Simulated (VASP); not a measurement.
H: single point with PBE

Crystal: H.

```
H
1.0
     2.50862    0.03882    0.00000
     0.03882    2.63952    0.00000
     0.00000    0.00000    0.99753
H
1
Direct
  0.00000 0.00000 0.50000
```

This cell differs from its parent crystal: strained.

```json
{"Program": "VASP 6.6.1", "Task": "single point", "Functional": "PBE", "Potentials or basis": "VASP PAW PBE potentials, release 64 (H)", "Cutoff": "520 eV", "k mesh": "14 × 14 × 34", "Occupations": "gaussian, width 0.05 eV", "Spin": "no spin polarisation", "Dipole correction": "no", "Further INCAR settings": "ALGO = Normal; EDIFF = 1e-07; NBANDS = 6"}
```

The pressure is -0.1 GPa.

Stress tensor (GPa, compression positive):
```
 2.41  0.05  0.00
 0.05  1.08  0.00
 0.00  0.00 -3.69
```

Levels at points of the mesh, in eV from the Fermi level:
| k point | band 1 | band 2 | band 3 | band 4 | band 5 |
| --- | --- | --- | --- | --- | --- |
| (0.00, 0.00, 0.00) | -10.84 | 10.87 | 15.88 | 17.94 | 20.02 |
| (0.50, 0.00, 0.00) | -8.96 | 3.15 | 17.42 | 19.42 | 25.16 |
| (0.00, 0.50, 0.00) | -9.34 | 2.83 | 18.36 | 20.80 | 26.97 |
| (0.50, 0.50, 0.00) | -7.80 | 6.76 | 7.43 | 10.68 | 41.04 |
| (0.00, 0.00, 0.50) | 22.95 | 30.30 | 46.46 | 51.75 | 53.22 |
| (0.50, 0.00, 0.50) | 24.12 | 33.19 | 40.75 | 41.14 | 53.63 |
| (0.00, 0.50, 0.50) | 23.86 | 32.67 | 40.45 | 40.80 | 54.31 |
| (0.50, 0.50, 0.50) | 24.83 | 35.14 | 44.28 | 44.84 | 44.95 |

Run time: 47 s on 1 thread of Intel(R) Xeon(R) Platinum 8488C (Sapphire Rapids) (shared host), peak memory 0.16 GiB.

Caveat: the cell differs from its parent crystal (strained).
